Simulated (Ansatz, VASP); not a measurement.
# W in VASP and in Ansatz

```
W
1.0
     0.00000    4.03701   -4.03701
     4.03701    4.03701    0.00000
     4.03701    0.00000   -4.03701
W
8
Cartesian
  2.0185 2.0185 -4.0370
  4.0370 4.0370 -4.0370
  2.0185 0.0000 -2.0185
  4.0370 2.0185 -2.0185
  0.0000 2.0185 -2.0185
  2.0185 4.0370 -2.0185
  0.0000 0.0000 0.0000
  2.0185 2.0185 0.0000
```

Alike in both runs: task single point; functional PBE; k mesh 8 × 8 × 8; occupations gaussian, width 0.15 eV; no spin polarisation.

|  | VASP | Ansatz |
| --- | --- | --- |
| version | VASP 6.6.1 | Ansatz 0.2.0 |
| potentials or method | VASP PAW PBE potentials, release 64 (W_sv), cutoff 520 eV | scalar-relativistic, plane waves, PAW |
| valence electrons in the cell | 112 | 112 |

|  | VASP | Ansatz | Ansatz less VASP |
| --- | --- | --- | --- |
| gap on the k mesh at the Fermi level (eV) | none | none | - |
| pressure (GPa) | 0.6 | -0.1 | -0.67 |

A gap of «none» marks a metal or a gap that the smearing closes. With one functional, cell and mesh, what is left measures potentials, basis and numerics.

Neither program's run includes spin-orbit coupling.
